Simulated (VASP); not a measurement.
Crystal: GaN.

```
CELL_PARAMETERS angstrom
3.21843 0.00000 0.00000
-1.60922 2.78724 0.00000
0.00000 0.00000 5.24284
ATOMIC_POSITIONS crystal
Ga 0.33333 0.66667 0.99913
Ga 0.66667 0.33333 0.49913
N 0.33333 0.66667 0.37587
N 0.66667 0.33333 0.87587
```

| Quantity | Value |
| --- | --- |
| Program | VASP 6.6.1 |
| Task | relaxation of cell and atoms |
| Functional | PBEsol |
| Potentials or basis | VASP PAW PBE potentials, release 64 (Ga_d, N) |
| Cutoff | 600 eV |
| k mesh | 12 × 12 × 4 |
| Occupations | fermi-dirac, width 0.02 eV |
| Spin | no spin polarisation |

At the start: pressure -6.2 GPa; volume 11.76 Å³/atom.

How do energy, volume and symmetry change on relaxing?

Over 6 steps the energy falls by 8.2 meV/atom and the volume is 11.35 Å³/atom (-3.5 %); space group P6_3mc (No. 186, to 0.1 Å) before and after.

The path:
```tsv
step	energy change (eV)	largest force (eV/Å)	pressure (GPa)	volume (Å³)
1	0.0000	0.0007	-6.20	47.03
2	-0.0063	0.0163	6.24	44.00
3	-0.0327	0.0075	-0.03	45.40
4	-0.0327	0.0077	0.10	45.37
5	-0.0327	0.0011	-0.08	45.41
6	-0.0327	0.0027	-0.02	45.39
```

Final structure:
```cif
data_structure
_symmetry_space_group_name_H-M 'P 1'
_symmetry_Int_Tables_number 1
_cell_length_a 3.1805
_cell_length_b 3.1805
_cell_length_c 5.1815
_cell_angle_alpha 90.000
_cell_angle_beta 90.000
_cell_angle_gamma 120.000
_cell_volume 45.39
loop_
_atom_site_label
_atom_site_type_symbol
_atom_site_fract_x
_atom_site_fract_y
_atom_site_fract_z
_atom_site_occupancy
Ga1 Ga 0.33333 0.66667 0.99917 1
Ga2 Ga 0.66667 0.33333 0.49917 1
N1 N 0.33333 0.66667 0.37583 1
N2 N 0.66667 0.33333 0.87583 1
```

Caveat: the PAW data sets were made with another functional, which shifts forces and pressure a little.
